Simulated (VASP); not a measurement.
# Li5Sc (P6/mmm) in VASP: notebook, part 2 of 2

VASP 6.6.1.

### Step 3. Single point, PBE

This run uses another cell than the first one, of 20.14 Å³/atom, 1.464 times its volume.

Contents of INCAR:

```
SYSTEM = Li5Sc
ALGO = Fast
EDIFF = 1E-6
ENCUT = 520
GGA = PE
ISIF = 2
ISMEAR = 0
LASPH = .True.
LCHARG = .False.
LREAL = .False.
LWAVE = .False.
NBANDS = 22
NELM = 80
PREC = Accurate
SIGMA = 0.1
```

Contents of KPOINTS:

```
k-points
0
Gamma
  6 6 4
  0 0 0
```

Contents of POSCAR:

```
Li5Sc
1.0
    5.5326757913     -0.0000000033      0.0000000000
   -2.7663378928      4.7914377878      0.0000000000
    0.0000000000      0.0000000000      4.5589851611
Li Sc
5 1
Direct
    0.3333333333      0.6666666667      0.0000000000
    0.6666666667      0.3333333333      0.0000000000
    0.5000000000      0.0000000000      0.5000000000
    0.5000000000      0.5000000000      0.5000000000
    0.0000000000      0.5000000000      0.5000000000
    0.0000000000      0.0000000000      0.0000000000
```

Potentials or basis: VASP PAW PBE potentials, release 64 (Li_sv, Sc_sv).

On the command line:

```bash
$ cat potpaw_PBE.64/Li_sv/POTCAR potpaw_PBE.64/Sc_sv/POTCAR > POTCAR
$ mpirun -np 1 vasp_std > vasp.out
```

OUTCAR:

```text
SYSTEM = Li5Sc
   EDIFF = 1E-6
   ENCUT = 520
   GGA = PE
   ISIF = 2
   ISMEAR = 0
   LASPH = .True.
   LREAL = .False.
   NELM = 80
   PREC = Accurate

 ion  position               nearest neighbor table
   1  0.333  0.667  0.000-
   2  0.667  0.333  0.000-
   3  0.500  0.000  0.500-
   4  0.500  0.500  0.500-
   5  0.000  0.500  0.500-
[... 727 lines left out ...]
  Direction    XX          YY          ZZ          XY          YZ          ZX
  --------------------------------------------------------------------------------------
  -------------------------------------------------------------------------------------
  Total        0.0790194      0.0790194      0.1950167     -0.0000000     -0.0000000      0.0000000
  in kB        1.0475503      1.0475503      2.5853133     -0.0000000     -0.0000000      0.0000000
  external PRESSURE =       1.5601380 kB  Pullay stress =       0.0000000 kB

 VOLUME and BASIS-vectors are now :
 -----------------------------------------------------------------------------
  energy-cutoff  :      520.00
  volume of cell :      120.86
      direct lattice vectors                 reciprocal lattice vectors
     5.532675791 -0.000000003  0.000000000     0.180744370  0.104352811  0.000000000
    -2.766337893  4.791437788  0.000000000     0.000000000  0.208705621  0.000000000
     0.000000000  0.000000000  4.558985161     0.000000000  0.000000000  0.219347062

 POSITION                                       TOTAL-FORCE (eV/Angst)
 -----------------------------------------------------------------------------------
      0.00000      3.19429      0.00000         0.000000     -0.000000     -0.000000
      2.76634      1.59715      0.00000        -0.000000      0.000000      0.000000
      2.76634     -0.00000      2.27949         0.000000      0.000000      0.000000
      1.38317      2.39572      2.27949         0.000000      0.000000      0.000000
     -1.38317      2.39572      2.27949         0.000000      0.000000      0.000000
      0.00000      0.00000      0.00000         0.000000      0.000000      0.000000
 -----------------------------------------------------------------------------------
    total drift:                               -0.000000      0.000000      0.000000

  FREE ENERGIE OF THE ION-ELECTRON SYSTEM (eV)
  ---------------------------------------------------
  free  energy   TOTEN  =       -14.6240140795 eV

  energy  without entropy=      -14.5946003429  energy(sigma->0) =      -14.60930721
```

OSZICAR:

```text
N       E                     dE             d eps       ncg     rms          rms(c)
DAV:   1     0.179187642129E+03    0.17919E+03   -0.11544E+04   932   0.119E+03
DAV:   2     0.112941061488E+02   -0.16789E+03   -0.16482E+03   924   0.388E+02
DAV:   3    -0.118875894018E+02   -0.23182E+02   -0.22547E+02  1800   0.834E+01
[... 40 lines left out ...]
RMM:  44    -0.146240105699E+02   -0.94880E-06   -0.13553E-05  1100   0.301E-02    0.238E-03
RMM:  45    -0.146240114403E+02   -0.87035E-06   -0.13052E-05  1047   0.294E-02    0.241E-03
RMM:  46    -0.146240121874E+02   -0.74713E-06   -0.11692E-05  1035   0.292E-02    0.246E-03
RMM:  47    -0.146240128762E+02   -0.68886E-06   -0.11096E-05  1047   0.283E-02    0.251E-03
RMM:  48    -0.146240135074E+02   -0.63111E-06   -0.10523E-05  1009   0.281E-02    0.252E-03
RMM:  49    -0.146240140795E+02   -0.57213E-06   -0.97341E-06   971   0.273E-02
   1 F= -.14624014E+02 E0= -.14609307E+02  d E =-.294137E-01
```

stdout:

```text
POSCAR found type information on POSCAR LiSc
 POSCAR found :  2 types and       6 ions
 scaLAPACK will be used
 LDA part: xc-table for (Slater+PW92), standard interpolation
 POSCAR, INCAR and KPOINTS ok, starting setup
 FFT: planning ... GRIDC
 FFT: planning ... GRID_SOFT
 FFT: planning ... GRID
 WAVECAR not read
 entering main loop
WARNING in EDDRMM: call to ZHEGV failed, returncode =   8  4      7
```

Run time: 1.8 min. Hardware: 1 thread of Intel Xeon 6975P-C (Granite Rapids), shared host; peak memory 0.26 GiB.

Results:

| Item | Value |
| --- | --- |
| Free energy | -14.6240 eV |
| Band gap on the k mesh | zero (band 13 reaches 1.78 eV, above the bottom of band 14 at 0.44 eV) |

Caveat: the cutoff is under 1.25 times the usual one of these potentials, so pressure, stress and relaxed cells hold a basis-set (Pulay) error.

### Step 4. Relaxation of cell and atoms, PBE

Contents of INCAR:

```
SYSTEM = Li5Sc
PREC = Accurate ; ENCUT = 600
EDIFF = 1E-7 ; ISMEAR = 0
SIGMA = 0.1 ; LREAL = .FALSE.
LASPH = .TRUE. ; NELM = 100
ALGO = Normal ; ISIF = 3
LWAVE = .FALSE. ; LCHARG = .FALSE.
GGA = PE ; IBRION = 2
NSW = 90 ; EDIFFG = -0.04
```

Contents of KPOINTS:

```
Automatic mesh
0
G
  6 6 4
  0 0 0
```

Contents of POSCAR:

```
Li5Sc
1.0
    4.9120188500      0.0000000000      0.0000000000
   -2.4560094200      4.2539331100      0.0000000000
    0.0000000000      0.0000000000      3.9518792500
Li Sc
5 1
Direct
    0.3333333300      0.6666666700      0.0000000000
    0.6666666700      0.3333333300      0.0000000000
    0.5000000000      0.0000000000      0.5000000000
    0.5000000000      0.5000000000      0.5000000000
    0.0000000000      0.5000000000      0.5000000000
    0.0000000000      0.0000000000      0.0000000000
```

Potentials or basis: VASP PAW PBE potentials, release 64 (Li_sv, Sc_sv).

On the command line:

```bash
$ cat potpaw_PBE.64/Li_sv/POTCAR potpaw_PBE.64/Sc_sv/POTCAR > POTCAR
$ mpirun -np 1 vasp_std > vasp.out
```

OUTCAR:

```text
SYSTEM = Li5Sc
   PREC = Accurate
   ENCUT = 600
   EDIFF = 1E-7
   ISMEAR = 0
   LREAL = .FALSE.
   LASPH = .TRUE.
   NELM = 100
   ISIF = 3
   GGA = PE
   IBRION = 2
   NSW = 90
   EDIFFG = -0.04

 ion  position               nearest neighbor table
   1  0.333  0.667  0.000-   3 2.43   3 2.43   5 2.43   5 2.43   4 2.43   4 2.43   6 2.84   6 2.84
                             6 2.84
   2  0.667  0.333  0.000-   3 2.43   3 2.43   5 2.43   5 2.43   4 2.43   4 2.43   6 2.84   6 2.84
                             6 2.84
   3  0.500  0.000  0.500-   1 2.43   2 2.43   1 2.43   2 2.43   4 2.46   4 2.46   5 2.46   5 2.46

   4  0.500  0.500  0.500-   1 2.43   2 2.43   1 2.43   2 2.43   3 2.46   3 2.46   5 2.46   5 2.46

   5  0.000  0.500  0.500-   1 2.43   2 2.43   1 2.43   2 2.43   4 2.46   4 2.46   3 2.46   3 2.46

   6  0.000  0.000  0.000-   1 2.84   2 2.84   1 2.84   2 2.84   2 2.84   1 2.84

  LATTYP: Found a hexagonal cell.
 ALAT       =     4.9120188500
 C/A-ratio  =     0.8045325905

  Lattice vectors:

 A1 = (   4.9120188500,   0.0000000000,   0.0000000000)
 A2 = (  -2.4560094200,   4.2539331100,   0.0000000000)
 A3 = (   0.0000000000,   0.0000000000,   3.9518792500)

Analysis of symmetry for initial positions (statically):
=====================================================================
 Subroutine PRICEL returns:
 Original cell was already a primitive cell.
[... 182 lines left out ...]
  --------------------------------------------------------------------------------------
  -------------------------------------------------------------------------------------
  Total        7.9163490      7.9163490      8.4310360      0.0000000     -0.0000000      0.0000000
  in kB      153.5964460    153.5964461    163.5826274      0.0000002     -0.0000000      0.0000000
  external PRESSURE =     156.9251732 kB  Pullay stress =       0.0000000 kB
[... 27 lines left out ...]
--------------------------------------- Ionic step        2  -------------------------------------------

 number of electron      25.9999981 magnetization

 E-fermi :   2.0303     XC(G=0):  -8.3469

 val. band max:        2.0202597305   @ k =   0.5000   0.0000   0.2500
 cond. band min:       2.0557941879   @ k =   0.1667  -0.0000   0.5000
 fundamental gap:      0.0355344574
 Fermi energy:         2.0302860524

 k-point     1 :       0.0000    0.0000    0.0000
  band No.  band energies     occupation
      1     -48.1843      2.00000
      2     -43.8078      2.00000
      3     -43.7503      2.00000
      4     -43.7503      2.00000
      5     -43.5081      2.00000
      6     -43.5033      2.00000
[... 568 lines left out ...]
--------------------------------------- Ionic step        6  -------------------------------------------

 number of electron      25.9999997 magnetization

 Free energy of the ion-electron system (eV)
  ---------------------------------------------------
  ext. energy  EPLUGINS =         0.00000000
  ---------------------------------------------------
  free energy    TOTEN  =       -14.56102576 eV

  energy without entropy =      -14.53207341  energy(sigma->0) =      -14.54654959

 E-fermi :   1.3551     XC(G=0):  -7.8236

 val. band max:        1.3382806303   @ k =   0.5000   0.0000   0.2500
 cond. band min:       1.4154803804   @ k =   0.1667  -0.0000   0.5000
 fundamental gap:      0.0771997501
 Fermi energy:         1.3550575729

 k-point     1 :       0.0000    0.0000    0.0000
  band No.  band energies     occupation
      1     -49.2476      2.00000
      2     -44.7671      2.00000
      3     -44.7371      2.00000
      4     -44.7371      2.00000
      5     -44.4647      2.00000
      6     -44.4607      2.00000
[... 442 lines left out ...]
  FREE ENERGIE OF THE ION-ELECTRON SYSTEM (eV)
  ---------------------------------------------------
  free  energy   TOTEN  =       -14.5610257643 eV

  energy  without entropy=      -14.5320734086  energy(sigma->0) =      -14.54654959

 reached required accuracy - stopping structural energy minimisation
```

Run time: 1.8 min. Hardware: 1 thread of Intel Xeon 6975P-C (Granite Rapids), shared host; peak memory 0.24 GiB.

Results:

```yaml
Free_energy: -14.5610 eV
Relaxed_volume: 19.80 Å³/atom
Relaxed_cell: a = 5.523 Å, b = 5.523 Å, c = 4.497 Å, α = 90.00°, β = 90.00°, γ = 120.00°
Space_group_after_relaxing_to_0.05_Å: P6/mmm (No. 191)
Energy_gained_by_relaxing: 233.4 meV/atom
Ionic_steps: 6
Pressure_after_relaxing: -0.1 GPa
Band_gap_on_the_k_mesh: zero (band 13 reaches 1.85 eV, above the bottom of band 14 at 0.51 eV)
```

Stress tensor (GPa, compression positive):
```
-0.20  0.00  0.00
 0.00 -0.20  0.00
 0.00  0.00  0.23
```

The path:
| step | energy change (eV) | largest force (eV/Å) | pressure (GPa) | volume (Å³) |
| --- | --- | --- | --- | --- |
| 1 | 0.0000 | 0.0000 | 15.69 | 82.58 |
| 2 | -1.0906 | 0.0000 | 5.78 | 99.76 |
| 3 | -1.3907 | 0.0000 | 0.82 | 115.17 |
| 4 | -1.3993 | 0.0000 | 0.03 | 118.40 |
| 5 | -1.3990 | 0.0000 | -0.16 | 119.20 |
| 6 | -1.4005 | 0.0000 | -0.06 | 118.80 |

Final structure:
```
Li Sc
1.0
     5.52323    0.00000    0.00000
    -2.76161    4.78325    0.00000
     0.00000    0.00000    4.49666
Li Sc
5 1
Direct
  0.33333 0.66667 0.00000
  0.66667 0.33333 0.00000
  0.50000 0.00000 0.50000
  0.50000 0.50000 0.50000
  0.00000 0.50000 0.50000
  0.00000 0.00000 0.00000
```

Caveat: the k points lie up to 0.35 Å⁻¹ apart in the final cell; the cutoff is under 1.25 times the usual one of these potentials, so pressure, stress and relaxed cells hold a basis-set (Pulay) error; the volume moved by over 15 % at a fixed basis, so the end points are rough.

### Step 5. Overview

```tsv
task	cell	cutoff (eV)	gap on the mesh (eV)
single point	a = 4.912, b = 4.912, c = 3.952 Å, angles 90.0, 90.0, 120.0°, 6 atoms	520	none
single point	a = 5.533, b = 5.533, c = 4.559 Å, angles 90.0, 90.0, 120.0°, 6 atoms	520	none
relaxation of cell and atoms	relaxed from a = 4.912, b = 4.912, c = 3.952 Å, angles 90.0, 90.0, 120.0°, 6 atoms	600	none
```

Alike in all rows: level PBE; potentials or basis VASP PAW PBE potentials, release 64 (Li_sv, Sc_sv); no spin polarisation; k mesh 6 × 6 × 4; smearing gaussian 0.1 eV.

Caveats: some runs use coarse meshes; the cutoff is under 1.25 times the usual one of these potentials, so pressure, stress and relaxed cells hold a basis-set (Pulay) error; the volume moved by over 15 % at a fixed basis, so the end points are rough (some runs).

Absolute energies hang on the potentials; compare differences alone.
